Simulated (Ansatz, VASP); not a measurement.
**Two plane-wave programs on NaH**

Contents of POSCAR:

```
NaH
1.0
    0.0000000000      2.0608913488      2.0608913488
    2.0608913488      0.0000000000      2.0608913488
    2.0608913488      2.0608913488      0.0000000000
Na H
1 1
Direct
    0.0000000000      0.0000000000      0.0000000000
    0.2500000000      0.2500000000      0.2500000000
```

The input INCAR.step1:

```
PREC = Accurate ; ENCUT = 520
ISMEAR = -1 ; SIGMA = 0.1
LREAL = False ; LASPH = True
NELM = 80 ; NBANDS = 11
GGA = PE ; ALGO = Normal
EDIFF = 1E-4 ; LWAVE = True
LCHARG = False
```

The input INCAR.step2:

```
PREC = Accurate ; ENCUT = 520
EDIFF = 1E-6 ; ISMEAR = -1
SIGMA = 0.1 ; LREAL = False
LASPH = True ; NELM = 80
ALGO = Normal ; ISIF = 2
LWAVE = False ; LCHARG = False
METAGGA = R2SCAN ; LMIXTAU = True
NBANDS = 11 ; ISTART = 1
```

Contents of KPOINTS:

```
Automatic mesh
0
Gamma
  16 16 16
```

Input for Ansatz:

```yaml
crystal:
  lattice:
    - [0.0, 2.0608913488, 2.0608913488]
    - [2.0608913488, 0.0, 2.0608913488]
    - [2.0608913488, 2.0608913488, 0.0]
  atoms:
    - { symbol: Na, position: [0.0, 0.0, 0.0] }
    - { symbol: H, position: [0.25, 0.25, 0.25] }
kpoints:
  mp_grid: { grid: [16, 16, 16] }
scf:
  occupations: { method: fermi_dirac, width: 0.1 }
hamiltonian:
  xc: r2scan
  pseudopotentials: { kind: paw }
output:
  forces: true
  stress: true
  eigenvalues: true
  populations: true
```

Change from the starting cell: volume scaled by 0.5, PAW files.

Alike in both runs: task single point; functional r2SCAN; k mesh 16 × 16 × 16; occupations fermi-dirac, width 0.1 eV; no spin polarisation.

```csv
,VASP,Ansatz
version,VASP 6.6.1,Ansatz 0.2.0
potentials or method,"VASP PAW PBE potentials, release 64 (Na_pv, H)","PAW with Ansatz's default frozen-core files, scalar-relativistic"
plane-wave cutoff (eV),520,500
valence electrons in the cell,8,10
```

Ansatz gave:

```
gap on the k mesh at the Fermi level (eV) : 4.61
pressure (GPa)                            : 45.5
```

Task: Which values does VASP return?

Result: gap on the k mesh at the Fermi level (eV): 4.60; pressure (GPa): 45.7.

VASP's potentials were made for PBE, not for r2SCAN. Both programs put the cell under a high pressure, so it lies far from rest at this level. VASP's potentials hold 8 valence electrons a cell and Ansatz's 10, so a difference there can come from the potentials and not from the codes.
